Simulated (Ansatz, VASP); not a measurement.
# Two plane-wave programs on HfO2

```
Hf O
1.0
     5.21946    0.00000    0.00000
     0.00000    5.00476    0.00000
     0.00000    0.00000    5.03269
Hf O
4 8
Cartesian
  5.0472 3.6661 3.7314
  2.7820 3.6661 1.2151
  2.4375 1.3387 3.7314
  0.1723 1.3387 1.2151
  3.2994 4.6477 4.4251
  4.5298 4.6477 1.9087
  1.2211 2.7020 2.4776
  1.3886 2.7020 4.9939
  3.9984 2.3028 4.9939
  3.8308 2.3028 2.4776
  0.6896 0.3571 4.4251
  1.9201 0.3571 1.9087
```

Alike in both runs: task relaxation of cell and atoms; functional PBE; dispersion D4; k mesh 5 × 6 × 5; occupations fermi-dirac, width 0.05 eV; no spin polarisation.

```csv
,VASP,Ansatz
version,VASP 6.6.1,Ansatz 0.2.0
potentials or method,"VASP PAW PBE potentials, release 64 (Hf_pv, O)",Ansatz PAW
plane-wave cutoff (eV),600,420
valence electrons in the cell,88,152
```

Ansatz gave:

| Property | Result |
| --- | --- |
| relaxed volume (Å³/atom) | 11.24 |
| relaxed length of the cell vector where the two differ most in proportion (Å) | 5.265 |

Task: What did VASP give for the same quantities?

Result: Relaxed volume (Å³/atom): 11.07; relaxed length of the cell vector where the two differ most in proportion (Å): 5.238.

VASP's potentials hold 88 valence electrons a cell and Ansatz's 152, so a difference there can come from the potentials and not from the codes.

Spin-orbit coupling is off throughout. Noted on Ansatz's run: odd divisions of the mesh miss points on the zone boundary, where band edges often lie, so the gap on the mesh can be too wide; the plane-wave basis is chosen anew once the cell has moved, so the energies of steps on either side of that aren't comparable.
